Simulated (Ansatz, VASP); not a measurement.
# One calculation of FeSi, two programs

```
CELL_PARAMETERS angstrom
4.54542 0.00000 0.00000
0.00000 4.54542 0.00000
0.00000 0.00000 4.54542
ATOMIC_POSITIONS crystal
Fe 0.13165 0.13165 0.13165
Fe 0.36835 0.86835 0.63165
Fe 0.63165 0.36835 0.86835
Fe 0.86835 0.63165 0.36835
Si 0.83869 0.83869 0.83869
Si 0.66131 0.16131 0.33869
Si 0.33869 0.66131 0.16131
Si 0.16131 0.33869 0.66131
```

Alike in both runs: functional PBEsol; k mesh 8 × 8 × 8; occupations gaussian, width 0.01 eV; no spin polarisation.

Ansatz relaxed the structure, and its values are those at the end. VASP's run is a single point on that final structure, the one shown.

|  | VASP | Ansatz |
| --- | --- | --- |
| version | VASP 6.6.1 | Ansatz 0.2.0 |
| potentials or method | VASP PAW PBE potentials, release 64 (Fe, Si), cutoff 520 eV | scalar-relativistic, plane waves, PAW |
| valence electrons in the cell | 48 | 80 |

VASP gave:

| Item | Value |
| --- | --- |
| gap on the k mesh at the Fermi level (eV) | 0.15 |
| least direct gap on the mesh (eV) | 0.16 |
| pressure (GPa) | -17.6 |
| rms of the force components (eV/Å) | 0.017 |

**Question.** Which values does Ansatz return?

**Answer.** gap on the k mesh at the Fermi level (eV): 0.16; least direct gap on the mesh (eV): 0.17; pressure (GPa): -18.0; rms of the force components (eV/Å): 0.001.

VASP's potentials were made for PBE, not for PBEsol. VASP's potentials hold 48 valence electrons a cell and Ansatz's 80, so a difference there can come from the potentials and not from the codes. Ansatz's warnings: stress scf threshold loose.
